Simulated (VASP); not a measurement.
# Si (I4/mmm) in VASP: notebook

The runs below take Si through single point, with PBE.

Everything below comes from runs of VASP 6.6.1. Logs are shortened: lines on timing, memory, paths and dates and some standing lists are left out, and cuts for length are marked.

### Step 1. The cell of the first run

The structure is tetragonal, space group I4/mmm (No. 139). The conventional cell has a = 3.254 Å, b = 3.254 Å, c = 2.641 Å, α = 90.00°, β = 90.00°, γ = 90.00°. Si (site symmetry 4/mmm) has 14 Si at 2.64 to 3.25 Å within 3.5 Å.

### Step 2. Single point, PBE

INCAR reads:

```
ALGO = Normal
EDIFF = 1E-6
ENCUT = 500
GGA = PE
GGA_COMPAT = False
ISIF = 2
ISMEAR = -1
ISYM = 0
LASPH = True
LCHARG = False
LREAL = False
LWAVE = False
NBANDS = 8
NELM = 120
PREC = Accurate
SIGMA = 0.1
```

KPOINTS reads:

```
k-points
0
Gamma
  16 16 14
```

POSCAR reads:

```
Si
1.0
   -1.6269150000      1.6269150000      1.3203300000
    1.6269150000     -1.6269150000      1.3203300000
    1.6269150000      1.6269150000     -1.3203300000
Si
1
Direct
    0.0000000000      0.0000000000      0.0000000000
```

Potentials or basis: VASP PAW PBE potentials, release 64 (Si).

Launch:

```bash
cat potpaw_PBE.64/Si/POTCAR > POTCAR
mpirun -np 1 vasp_std > vasp.out
```

OUTCAR:

```text
EDIFF = 1E-6
   ENCUT = 500
   GGA = PE
   ISIF = 2
   ISMEAR = -1
   ISYM = 0
   LASPH = True
   LREAL = False
   NELM = 120
   PREC = Accurate

 ion  position               nearest neighbor table
   1  0.000  0.000  0.000-

IMPORTANT INFORMATION: All symmetrisations will be switched off!
NOSYMM: (Re-)initialisation of all symmetry stuff for point group C_1.

----------------------------------------------------------------------------------------

                                     Primitive cell

  volume of cell :      13.9789

  direct lattice vectors                    reciprocal lattice vectors
    -1.626915000  1.626915000  1.320330000     0.000000000  0.307330131  0.378693205
     1.626915000 -1.626915000  1.320330000     0.307330131  0.000000000  0.378693205
     1.626915000  1.626915000 -1.320330000     0.307330131  0.307330131  0.000000000

  length of vectors
     2.652729942  2.652729942  2.652729942     0.487709292  0.487709292  0.434630439

  position of ions in fractional coordinates (direct lattice)
     0.000000000  0.000000000  0.000000000

  ion indices of the primitive-cell ions
   primitive index   ion index
                 1           1

----------------------------------------------------------------------------------------

 KPOINTS: k-points

Automatic generation of k-mesh.
 Grid dimensions read from file:
 generate k-points for:   16   16   14

 Generating k-lattice:

  Cartesian coordinates                     Fractional coordinates (reciprocal lattice)
     0.000000000  0.019208133  0.023668325     0.062500000 -0.000000000  0.000000000
     0.019208133  0.000000000  0.023668325    -0.000000000  0.062500000  0.000000000
     0.021952152  0.021952152  0.000000000     0.000000000  0.000000000  0.071428571

  Length of vectors
     0.030481831  0.030481831  0.031045031

  Shift w.r.t. Gamma in fractional coordinates (k-lattice)
     0.000000000  0.000000000  0.000000000

 -----------------------------------------------------------------------------
|                                                                             |
|           W    W    AA    RRRRR   N    N  II  N    N   GGGG   !!!           |
|           W    W   A  A   R    R  NN   N  II  NN   N  G    G  !!!           |
|           W    W  A    A  R    R  N N  N  II  N N  N  G       !!!           |
|           W WW W  AAAAAA  RRRRR   N  N N  II  N  N N  G  GGG   !            |
|           WW  WW  A    A  R   R   N   NN  II  N   NN  G    G                |
[... 68 lines left out ...]
   NSW    =      0    number of steps for IOM
   IBRION =     -1    ionic relax: 0-MD 1-quasi-New 2-CG
   NFREE  =      0    steps in history (QN), initial steepest desc. (CG)
   ISIF   =      2    stress and relaxation
   ISYM   =      0    0-nonsym 1-usesym 2-fastsym
   POTIM  = 0.5000    time-step for ionic-motion
   TEBEG  =    0.0;   TEEND  =   0.0 temperature during run
   PSTRESS=    0.0 pullay stress
   NELECT =       4.0000    total number of electrons
   NUPDOWN=      -1.0000    fix difference up-down
   EMIN   =  10.00;   EMAX   =-10.00  energy-range for DOS
   EFERMI =   0.00;   METHOD = LEGACY
   ISMEAR =    -1;   SIGMA  =   0.10  broadening in eV -4-tet -1-fermi 0-gaus
   EFERMI_NEDOS =   21; number of points for ismear=-14 and -15
   IALGO  =     38    algorithm
   IMIX   =      4    mixing-type and parameters
     AMIX     =   0.40;   BMIX     =  1.00
     AMIX_MAG =   1.60;   BMIX_MAG =  1.00
  volume/ion in A,a.u.               =      13.98        94.33
  Fermi-wavevector in a.u.,A,eV,Ry     =   1.078791  2.038620 15.834333  1.163791
  Thomas-Fermi vector in A             =   2.214739
   LORBIT       =      0    0 simple, 1 ext, 2 COOP (PROOUT), +10 PAW based schemes
   GGA     = PE    functional components
   LHFCALC =     F    Hartree Fock is set to
   AEXX    =    0.0000 exact exchange contribution
   IVDW    =     0    specifies the selected vdW correction
   LEPSILON=     F    determine dielectric tensor
   LRPA    =     F    only Hartree local field effects (RPA)
 non-spin polarized calculation
  energy-cutoff  :      500.00
  volume of cell :       13.98
 maximum number of plane-waves:       367
   NGX =  9   NGY =  9   NGZ =  9

 number of electron       3.9999999 magnetization

 Free energy of the ion-electron system (eV)
  ---------------------------------------------------
  ext. energy  EPLUGINS =         0.00000000
  ---------------------------------------------------
  free energy    TOTEN  =        -4.94502700 eV

  energy without entropy =       -4.93346353  energy(sigma->0) =       -4.93924527

 E-fermi :  10.5729     XC(G=0): -11.3237

 val. band max:       10.5712717052   @ k =   0.2500  -0.2500   0.2857
 cond. band min:      10.5755751862   @ k =   0.5000   0.1875   0.0714
 fundamental gap:      0.0043034811
 Fermi energy:        10.5728605867

 k-point     1 :       0.0000    0.0000    0.0000
  band No.  band energies     occupation
      1      -4.1665      2.00000
      2      20.1559      0.00000
      3      20.7497      0.00000
      4      20.7502      0.00000
      5      23.5905      0.00000
      6      24.5216      0.00000
      7      25.8341      0.00000
      8      25.8360      0.00000
[... 243 lines left out ...]
 k-point    24 :      -0.1250    0.0625    0.0000
  band No.  band energies     occupation
      1      -3.8180      2.00000
      2      16.9507      0.00000
      3      20.2176      0.00000
      4      21.7564      0.00000
      5      22.9783      0.00000
      6      24.7214      0.00000
      7      25.4323      0.00000
      8      26.8827      0.00000

 [... further k-points ...]

------------------------ aborting loop because EDIFF is reached ----------------------------------------

  FORCE on cell =-STRESS in cart. coord.  units (eV):
  Direction    XX          YY          ZZ          XY          YZ          ZX
  --------------------------------------------------------------------------------------
  -------------------------------------------------------------------------------------
  Total        0.3079016      0.3079016      0.3093280     -0.0837443      0.0046466      0.0046470
  in kB       35.2898923     35.2898943     35.4533802     -9.5982801      0.5325660      0.5326112
  external PRESSURE =      35.3443889 kB  Pullay stress =       0.0000000 kB

 VOLUME and BASIS-vectors are now :
 -----------------------------------------------------------------------------
  energy-cutoff  :      500.00
  volume of cell :       13.98
      direct lattice vectors                 reciprocal lattice vectors
    -1.626915000  1.626915000  1.320330000     0.000000000  0.307330131  0.378693205
     1.626915000 -1.626915000  1.320330000     0.307330131  0.000000000  0.378693205
     1.626915000  1.626915000 -1.320330000     0.307330131  0.307330131  0.000000000

 POSITION                                       TOTAL-FORCE (eV/Angst)
 -----------------------------------------------------------------------------------
      0.00000      0.00000      0.00000        -0.000000     -0.000000     -0.000000
 -----------------------------------------------------------------------------------
    total drift:                               -0.000000     -0.000000     -0.000000

  FREE ENERGIE OF THE ION-ELECTRON SYSTEM (eV)
  ---------------------------------------------------
  free  energy   TOTEN  =        -4.9450270029 eV

  energy  without entropy=       -4.9334635318  energy(sigma->0) =       -4.93924527
```

OSZICAR:

```text
N       E                     dE             d eps       ncg     rms          rms(c)
DAV:   1    -0.260333209573E+01   -0.26033E+01   -0.17776E+03 31344   0.369E+02
DAV:   2    -0.495080293827E+01   -0.23475E+01   -0.22265E+01 42888   0.294E+01
DAV:   3    -0.496344203958E+01   -0.12639E-01   -0.12625E-01 32856   0.223E+00
DAV:   4    -0.496345381676E+01   -0.11777E-04   -0.11777E-04 47056   0.728E-02
DAV:   5    -0.496345381891E+01   -0.21463E-08   -0.23316E-08 32976   0.543E-04    0.291E+00
DAV:   6    -0.495181623453E+01    0.11638E-01   -0.35155E-03 32888   0.264E-01    0.162E+00
DAV:   7    -0.494504738858E+01    0.67688E-02   -0.72756E-03 33512   0.379E-01    0.144E-01
DAV:   8    -0.494502660695E+01    0.20782E-04   -0.31284E-05 45080   0.441E-02    0.977E-03
DAV:   9    -0.494502700286E+01   -0.39591E-06   -0.43854E-07 33296   0.366E-03
   1 F= -.49450270E+01 E0= -.49392453E+01  d E =-.115635E-01
```

stdout:

```text
POSCAR found type information on POSCAR Si
 POSCAR found :  1 types and       1 ions
 scaLAPACK will be used
 LDA part: xc-table for (Slater+PW92), standard interpolation
 -----------------------------------------------------------------------------
|                                                                             |
|           W    W    AA    RRRRR   N    N  II  N    N   GGGG   !!!           |
|           W    W   A  A   R    R  NN   N  II  NN   N  G    G  !!!           |
|           W    W  A    A  R    R  N N  N  II  N N  N  G       !!!           |
|           W WW W  AAAAAA  RRRRR   N  N N  II  N  N N  G  GGG   !            |
|           WW  WW  A    A  R   R   N   NN  II  N   NN  G    G                |
|           W    W  A    A  R    R  N    N  II  N    N   GGGG   !!!           |
|                                                                             |
|     Your reciprocal lattice and k-lattice belong to different lattice       |
|     classes:                                                                |
|                                                                             |
|        The reciprocal lattice is body-centered tetragonal,                  |
|        whereas your k-lattice is base-centered monoclinic.                  |
|                                                                             |
|     Results are often still useful ...                                      |
|                                                                             |
 -----------------------------------------------------------------------------

 POSCAR, INCAR and KPOINTS ok, starting setup
 FFT: planning ... GRIDC
 FFT: planning ... GRID_SOFT
 FFT: planning ... GRID
 WAVECAR not read
 entering main loop
```

Wall time 99 s (1 thread of Intel Xeon Platinum 8259CL at 2.50GHz (Skylake/Cascade Lake), shared host); peak memory 0.26 GiB.

Results:

| Property | Result |
| --- | --- |
| Free energy | -4.9450 eV |
| Pressure | 3.5 GPa |
| Band gap on the k mesh | zero (bands 2 and 3 overlap by 13.46 eV) |

Stress tensor (GPa, compression positive):
```
 3.53 -0.96  0.05
-0.96  3.53  0.05
 0.05  0.05  3.55
```

Caveat: the cell stands under pressure.

### Step 3. Single point, PBE

INCAR reads:

```
SYSTEM = Si
ALGO = Normal ; EDIFF = 1E-6
ENCUT = 500 ; GGA = PE
GGA_COMPAT = .FALSE. ; ISIF = 2
ISMEAR = -1 ; ISYM = 0
LASPH = .TRUE. ; LCHARG = .FALSE.
LREAL = .FALSE. ; LWAVE = .FALSE.
NBANDS = 8 ; NELM = 120
PREC = Accurate ; SIGMA = 0.1
```

KPOINTS reads:

```
k-points
0
G
  16 16 14
  0 0 0
```

POSCAR is that of step 2.

Potentials or basis: VASP PAW PBE potentials, release 64 (Si).

Launch:

```bash
cat potpaw_PBE.64/Si/POTCAR > POTCAR
mpirun -np 1 vasp_std > vasp.out
```

It took 98 s on 1 thread of Intel Xeon Platinum 8259CL at 2.50GHz (Skylake/Cascade Lake), shared host; peak memory 0.25 GiB.

Results (log left out):

```
Free energy            : -4.9450 eV
Pressure               : 3.5 GPa
Band gap on the k mesh : zero (bands 2 and 3 overlap by 13.46 eV)
```

Stress tensor (GPa, compression positive):
```
 3.53 -0.96  0.05
-0.96  3.53  0.05
 0.05  0.05  3.55
```

Levels at points of the mesh, in eV from the Fermi level:
| k point | band 1 | band 2 | band 3 | band 4 | band 5 | band 6 |
| --- | --- | --- | --- | --- | --- | --- |
| (0.00, 0.00, 0.00) | -14.74 | 9.58 | 10.18 | 10.18 | 13.02 | 13.95 |
| (0.50, 0.00, 0.00) | -6.46 | -6.07 | 4.83 | 6.31 | 6.61 | 9.34 |
| (0.00, 0.50, 0.00) | -6.46 | -6.07 | 4.83 | 6.31 | 6.61 | 9.34 |
| (0.50, 0.50, 0.00) | -8.54 | -7.41 | 9.08 | 11.50 | 11.78 | 11.83 |
| (0.00, 0.00, 0.50) | -8.54 | -7.41 | 9.08 | 11.50 | 11.79 | 11.83 |
| (0.50, 0.00, 0.50) | -6.46 | -6.07 | 4.83 | 6.31 | 6.61 | 9.34 |
| (0.00, 0.50, 0.50) | -6.46 | -6.07 | 4.83 | 6.31 | 6.61 | 9.34 |
| (0.50, 0.50, 0.50) | -2.40 | -2.40 | -1.46 | 1.17 | 4.20 | 6.59 |

Caveat: the cell stands under pressure.
